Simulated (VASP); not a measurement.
# Au (Cmcm) in VASP: a series of runs

Au is run at these levels: r2SCAN; tasks: single point.

Everything below comes from runs of VASP 6.6.1. Logs are shortened: lines on timing, memory, paths and dates and some standing lists are left out, and cuts for length are marked.

## (1) The cell of the first run

The structure is orthorhombic, space group Cmcm (No. 63). The conventional cell has a = 2.823 Å, b = 5.112 Å, c = 4.893 Å, α = 90.00°, β = 90.00°, γ = 90.00°. Au (site symmetry m2m) has 12 Au at 2.82 to 2.97 Å within 3.7 Å.

## (2) Single point, r2SCAN

POSCAR

```
Au
1.0
    1.4113099650     -2.5559330250      0.0000000000
    1.4113099650      2.5559330250      0.0000000000
    0.0000000000      0.0000000000      4.8931696100
Au
2
Direct
    0.6653279700      0.3346720300      0.2500000000
    0.3346720300      0.6653279700      0.7500000000
```

INCAR.step1

```
SYSTEM = Au
  PREC = Accurate
  ENCUT = 520
  ISMEAR = 0
  SIGMA = 0.1
  LREAL = .FALSE.
  LASPH = .TRUE.
  NELM = 100
  NBANDS = 18
  GGA = PE
  ALGO = Normal
  EDIFF = 1E-4
  LWAVE = .TRUE.
  LCHARG = .FALSE.
```

INCAR.step2

```
SYSTEM = Au
  PREC = Accurate
  ENCUT = 520
  EDIFF = 1E-7
  ISMEAR = 0
  SIGMA = 0.1
  LREAL = .FALSE.
  LASPH = .TRUE.
  NELM = 100
  ALGO = Normal
  ISIF = 2
  LWAVE = .FALSE.
  LCHARG = .FALSE.
  METAGGA = R2SCAN
  LMIXTAU = .TRUE.
  NBANDS = 18
  ISTART = 1
```

KPOINTS

```
Automatic mesh
0
G
  8 8 4
  0 0 0
```

Potentials or basis: VASP PAW PBE potentials, release 64 (Au).

The run is started by

```
$ cat potpaw_PBE.64/Au/POTCAR > POTCAR
$ cp INCAR.step1 INCAR
$ mpirun -np 1 vasp_std > vasp.out
$ cp INCAR.step2 INCAR
$ mpirun -np 1 vasp_std > vasp.out
```

OUTCAR:

```text
SYSTEM = Au
   PREC = Accurate
   ENCUT = 520
   EDIFF = 1E-7
   ISMEAR = 0
   LREAL = .FALSE.
   LASPH = .TRUE.
   NELM = 100
   ISIF = 2
   METAGGA = R2SCAN
   ISTART = 1

 ion  position               nearest neighbor table
   1  0.665  0.335  0.250-   2 2.95   2 2.95   2 2.95   2 2.95   2 2.97   2 2.97
   2  0.335  0.665  0.750-   1 2.95   1 2.95   1 2.95   1 2.95   1 2.97   1 2.97

  LATTYP: Found a base centered orthorhombic cell.
 ALAT       =     2.8226199300
 B/A-ratio  =     1.8110359088
 C/A-ratio  =     1.7335559627

  Lattice vectors:

 A1 = (   1.4113099650,  -2.5559330250,   0.0000000000)
 A2 = (   1.4113099650,   2.5559330250,   0.0000000000)
 A3 = (   0.0000000000,   0.0000000000,   4.8931696100)

Analysis of symmetry for initial positions (statically):
=====================================================================
 Subroutine PRICEL returns:
 Original cell was already a primitive cell.

 Routine SETGRP: Setting up the symmetry group for a
 base centered orthorhombic supercell.

 Subroutine GETGRP returns: Found  8 space group operations
 (whereof  4 operations were pure point group operations)
 out of a pool of  8 trial point group operations.

The static configuration has the point symmetry C_2h.
 The point group associated with its full space group is D_2h.

Analysis of symmetry for dynamics (positions and initial velocities):
=====================================================================
 Subroutine PRICEL returns:
 Original cell was already a primitive cell.

 Routine SETGRP: Setting up the symmetry group for a
 base centered orthorhombic supercell.

 Subroutine GETGRP returns: Found  8 space group operations
 (whereof  4 operations were pure point group operations)
 out of a pool of  8 trial point group operations.

The dynamic configuration has the point symmetry C_2h.
 The point group associated with its full space group is D_2h.

 Subroutine INISYM returns: Found  8 space group operations
 (whereof  4 operations are pure point group operations),
 and found     1 'primitive' translations

----------------------------------------------------------------------------------------

                                     Primitive cell

  volume of cell :      35.3014

  direct lattice vectors                    reciprocal lattice vectors
     1.411309965 -2.555933025  0.000000000     0.354280783 -0.195623279  0.000000000
     1.411309965  2.555933025  0.000000000     0.354280783  0.195623279  0.000000000
     0.000000000  0.000000000  4.893169610     0.000000000  0.000000000  0.204366511

  length of vectors
     2.919689957  2.919689957  4.893169610     0.404701545  0.404701545  0.204366511

  position of ions in fractional coordinates (direct lattice)
     0.665327970  0.334672030  0.250000000
     0.334672030  0.665327970  0.750000000

  ion indices of the primitive-cell ions
   primitive index   ion index
                 1           1
                 2           2

----------------------------------------------------------------------------------------

 KPOINTS: Automatic mesh

Automatic generation of k-mesh.
 Grid dimensions read from file:
 generate k-points for:    8    8    4

 Generating k-lattice:

  Cartesian coordinates                     Fractional coordinates (reciprocal lattice)
     0.044285098 -0.024452910  0.000000000     0.125000000  0.000000000  0.000000000
     0.044285098  0.024452910  0.000000000     0.000000000  0.125000000  0.000000000
     0.000000000  0.000000000  0.051091628     0.000000000  0.000000000  0.250000000

  Length of vectors
     0.050587693  0.050587693  0.051091628

  Shift w.r.t. Gamma in fractional coordinates (k-lattice)
     0.000000000  0.000000000  0.000000000

 Subroutine IBZKPT returns following result:
 ===========================================

 Found     63 irreducible k-points:

 Following reciprocal coordinates:
            Coordinates               Weight
  0.000000  0.000000  0.000000      1.000000
  0.125000 -0.000000  0.000000      4.000000
  0.250000 -0.000000  0.000000      4.000000
  0.375000 -0.000000  0.000000      4.000000
  0.500000 -0.000000  0.000000      2.000000
  0.125000  0.125000  0.000000      2.000000
[... 16 lines left out ...]
  0.125000 -0.000000  0.250000      8.000000
  0.250000 -0.000000  0.250000      8.000000
 [... further k-points ...]
   k-points           NKPTS =     63   k-points in BZ     NKDIM =     63   number of bands    NBANDS=     18
   number of dos      NEDOS =    301   number of ions     NIONS =      2
   total plane-waves  NPLWV =  20736
   dimension x,y,z NGX =    24 NGY =   24 NGZ =   36
   dimension x,y,z NGXF=    48 NGYF=   48 NGZF=   72
   ions per type =               2
   NGX,Y,Z   is equivalent  to a cutoff of  13.67, 13.67, 12.23 a.u.
   NGXF,Y,Z  is equivalent  to a cutoff of  27.33, 27.33, 24.46 a.u.
 SYSTEM =  Au
   PREC   = accura    normal or accurate (medium, high low for compatibility)
   ISTART =      1    job   : 0-new  1-cont  2-samecut
   ICHARG =      0    charge: 1-file 2-atom 10-const
   ISPIN  =      1    spin polarized calculation?
   LNONCOLLINEAR =      F non collinear calculations
   LSORBIT =      F    spin-orbit coupling
   LASPH  =      T    aspherical Exc in radial PAW
   ENCUT  =  520.0 eV  38.22 Ry    6.18 a.u.   5.43  5.43  9.10*2*pi/ulx,y,z
   NELM   =    100;   NELMIN=  2; NELMDL=  0     # of ELM steps
   EDIFF  = 0.1E-06   stopping-criterion for ELM
   LREAL  =      F    real-space projection
   EDIFFG = 0.1E-05   stopping-criterion for IOM
   NSW    =      0    number of steps for IOM
   IBRION =     -1    ionic relax: 0-MD 1-quasi-New 2-CG
   NFREE  =      0    steps in history (QN), initial steepest desc. (CG)
   ISIF   =      2    stress and relaxation
   ISYM   =      2    0-nonsym 1-usesym 2-fastsym
   POTIM  = 0.5000    time-step for ionic-motion
   TEBEG  =    0.0;   TEEND  =   0.0 temperature during run
   PSTRESS=    0.0 pullay stress
   NELECT =      22.0000    total number of electrons
   NUPDOWN=      -1.0000    fix difference up-down
   EMIN   =  10.00;   EMAX   =-10.00  energy-range for DOS
   EFERMI =   0.00;   METHOD = LEGACY
   ISMEAR =     0;   SIGMA  =   0.10  broadening in eV -4-tet -1-fermi 0-gaus
   EFERMI_NEDOS =   21; number of points for ismear=-14 and -15
   IALGO  =     38    algorithm
   IMIX   =      4    mixing-type and parameters
     AMIX     =   0.40;   BMIX     =  1.00
     AMIX_MAG =   1.60;   BMIX_MAG =  1.00
  volume/ion in A,a.u.               =      17.65       119.11
  Fermi-wavevector in a.u.,A,eV,Ry     =   1.398358  2.642513 26.604898  1.955405
  Thomas-Fermi vector in A             =   2.521524
   LORBIT       =      0    0 simple, 1 ext, 2 COOP (PROOUT), +10 PAW based schemes
   METAGGA = R2SCAN    functional components
   LHFCALC =     F    Hartree Fock is set to
   AEXX    =    0.0000 exact exchange contribution
   IVDW    =     0    specifies the selected vdW correction
   LEPSILON=     F    determine dielectric tensor
   LRPA    =     F    only Hartree local field effects (RPA)
 non-spin polarized calculation
 Gauss-broadening in eV      SIGMA  =   0.10
  energy-cutoff  :      520.00
  volume of cell :       35.30
 maximum number of plane-waves:       968
 NGX is ok and might be reduce to    24
   NGX = 11   NGY = 11   NGZ = 19

 number of electron      21.9999996 magnetization

 Free energy of the ion-electron system (eV)
  ---------------------------------------------------
  ext. energy  EPLUGINS =         0.00000000
  ---------------------------------------------------
  free energy    TOTEN  =      -101.15432523 eV

  energy without entropy =     -101.14998298  energy(sigma->0) =     -101.15215410

 E-fermi :   8.7176     XC(G=0): -13.3688

 val. band max:        8.6718535976   @ k =   0.2500  -0.0000   0.2500
 cond. band min:       8.7510677530   @ k =   0.5000   0.5000   0.2500
 fundamental gap:      0.0792141554
 Fermi energy:         8.7176143143

 k-point     1 :       0.0000    0.0000    0.0000
  band No.  band energies     occupation
      1      -0.9544      2.00000
      2       1.3600      2.00000
      3       3.7426      2.00000
      4       3.7965      2.00000
      5       4.1427      2.00000
      6       4.3906      2.00000
[... 10 lines left out ...]
     17      27.4520      0.00000
     18      28.4247      0.00000

 k-point     2 :       0.1250   -0.0000    0.0000
  band No.  band energies     occupation
      1      -0.4432      2.00000
      2       1.7771      2.00000
      3       3.6647      2.00000
      4       4.1377      2.00000
      5       4.2244      2.00000
      6       4.4584      2.00000
[... 10 lines left out ...]
     17      25.9741      0.00000
     18      27.6255      0.00000

 k-point     3 :       0.2500   -0.0000    0.0000
  band No.  band energies     occupation
      1       0.8526      2.00000
      2       2.3903      2.00000
      3       3.5341      2.00000
      4       3.6804      2.00000
      5       4.0002      2.00000
      6       4.5012      2.00000
[... 10 lines left out ...]
     17      25.9114      0.00000
     18      26.4548      0.00000

 k-point     4 :       0.3750   -0.0000    0.0000
  band No.  band energies     occupation
      1       1.8355      2.00000
      2       2.1327      2.00000
      3       2.6989      2.00000
      4       4.1499      2.00000
      5       4.2572      2.00000
      6       4.4667      2.00000
[... 375 lines left out ...]
      4       3.7497      2.00000
      5       4.0148      2.00000
      6       4.3034      2.00000
[... 10 lines left out ...]
     17      27.1470      0.00000
     18      28.1711      0.00000

 k-point    23 :       0.1250   -0.0000    0.2500
  band No.  band energies     occupation
      1       0.0355      2.00000
      2       1.7676      2.00000
      3       3.7001      2.00000
      4       3.8725      2.00000
      5       3.9663      2.00000
      6       4.2921      2.00000
[... 10 lines left out ...]
     17      25.8626      0.00000
     18      26.3731      0.00000

 k-point    24 :       0.2500   -0.0000    0.2500
  band No.  band energies     occupation
      1       1.1933      2.00000
      2       2.4921      2.00000
      3       3.2555      2.00000
      4       3.6627      2.00000
      5       3.8571      2.00000
      6       4.5648      2.00000
[... 10 lines left out ...]
     17      25.0456      0.00000
     18      26.1350      0.00000

 [... further k-points ...]

------------------------ aborting loop because EDIFF is reached ----------------------------------------

  FORCE on cell =-STRESS in cart. coord.  units (eV):
  Direction    XX          YY          ZZ          XY          YZ          ZX
  --------------------------------------------------------------------------------------
  -------------------------------------------------------------------------------------
  Total       -0.2482547      0.5543965     -0.0210705      0.0000000     -0.0000000      0.0000000
  in kB      -11.2671978     25.1616397     -0.9562966      0.0000000     -0.0000000      0.0000000
  external PRESSURE =       4.3127151 kB  Pullay stress =       0.0000000 kB

 VOLUME and BASIS-vectors are now :
 -----------------------------------------------------------------------------
  energy-cutoff  :      520.00
  volume of cell :       35.30
      direct lattice vectors                 reciprocal lattice vectors
     1.411309965 -2.555933025  0.000000000     0.354280783 -0.195623279  0.000000000
     1.411309965  2.555933025  0.000000000     0.354280783  0.195623279  0.000000000
     0.000000000  0.000000000  4.893169610     0.000000000  0.000000000  0.204366511

 POSITION                                       TOTAL-FORCE (eV/Angst)
 -----------------------------------------------------------------------------------
      1.41131     -0.84513      1.22329         0.000000      0.009358     -0.000000
      1.41131      0.84513      3.66988         0.000000     -0.009358      0.000000
 -----------------------------------------------------------------------------------
    total drift:                                0.000000      0.000000     -0.000000

  FREE ENERGIE OF THE ION-ELECTRON SYSTEM (eV)
  ---------------------------------------------------
  free  energy   TOTEN  =      -101.1543252259 eV

  energy  without entropy=     -101.1499829760  energy(sigma->0) =     -101.15215410
```

Run time: 68 s. Hardware: 1 thread of Intel Xeon 6975P-C, shared host; peak memory 0.18 GiB.

Results:

```
Free energy            : -101.1543 eV
Pressure               : 0.4 GPa
Largest force          : 0.009 eV/Å
Band gap on the k mesh : zero (band 11 reaches 12.36 eV, above the bottom of band 12 at 6.02 eV)
```

Forces on the atoms (eV/Å):
```
Au   0.000  0.009  0.000
Au   0.000 -0.009  0.000
```

Caveat: the PAW data sets were made with another functional, which shifts forces and pressure a little; spin-orbit coupling is left out, which moves the levels of the heavy elements.

(Continued in part 2 of 2.)
